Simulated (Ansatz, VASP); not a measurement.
**Nb in VASP and in Ansatz**

INCAR

```
PREC     = Accurate       # precision mode
ENCUT    = 520            # plane-wave cutoff, eV
EDIFF    = 1E-8           # SCF threshold, eV
ISMEAR   = -1             # smearing method
SIGMA    = 0.03           # smearing width, eV
LREAL    = False          # projectors in reciprocal space
LASPH    = True           # aspherical terms in the spheres
NELM     = 100            # most SCF steps
ALGO     = Normal         # electronic algorithm
ISIF     = 2              # what is computed and relaxed
LWAVE    = False          # write WAVECAR
LCHARG   = False          # write CHGCAR
GGA      = PE             # functional
LEFG     = True         
NBANDS   = 12             # bands
```

KPOINTS

```
Automatic mesh
0
Gamma
  15 15 15
```

POSCAR

```
Nb
1.0
   -1.6499665658      1.6499665658      1.6499665658
    1.6499665658     -1.6499665658      1.6499665658
    1.6499665658      1.6499665658     -1.6499665658
Nb
1
Direct
    0.0000000000      0.0000000000      0.0000000000
```

Input for Ansatz:

```yaml
crystal:
  lattice:
    - [-1.6499665658, 1.6499665658, 1.6499665658]
    - [1.6499665658, -1.6499665658, 1.6499665658]
    - [1.6499665658, 1.6499665658, -1.6499665658]
  atoms:
    - { symbol: Nb, position: [0.0, 0.0, 0.0] }
kpoints:
  mp_grid: { grid: [15, 15, 15] }
scf:
  occupations: { method: fermi_dirac, width: 0.03 }
hamiltonian:
  xc: pbe
  pseudopotentials: { kind: paw }
output:
  forces: true
  stress: true
  eigenvalues: true
  efg: { contact_densities: true }
```

Change from the starting cell: volume scaled by 0.975, PAW files.

Alike in both runs: task electric field gradients; functional PBE; k mesh 15 × 15 × 15; occupations fermi-dirac, width 0.03 eV; no spin polarisation.

|  | VASP | Ansatz |
| --- | --- | --- |
| version | VASP 6.6.1 | Ansatz 0.2.0 |
| potentials or method | VASP PAW PBE potentials, release 64 (Nb_sv) | PAW with Ansatz's default frozen-core files, scalar-relativistic |
| plane-wave cutoff (eV) | 520 | 420 |
| valence electrons in the cell | 13 | 13 |

VASP gave:

| Quantity | Value |
| --- | --- |
| pressure (GPa) | 1.5 |

Q: What did Ansatz give for the same quantities?

A: Pressure (GPa): 1.8.

With one functional, cell and mesh, what is left measures potentials, basis and numerics.
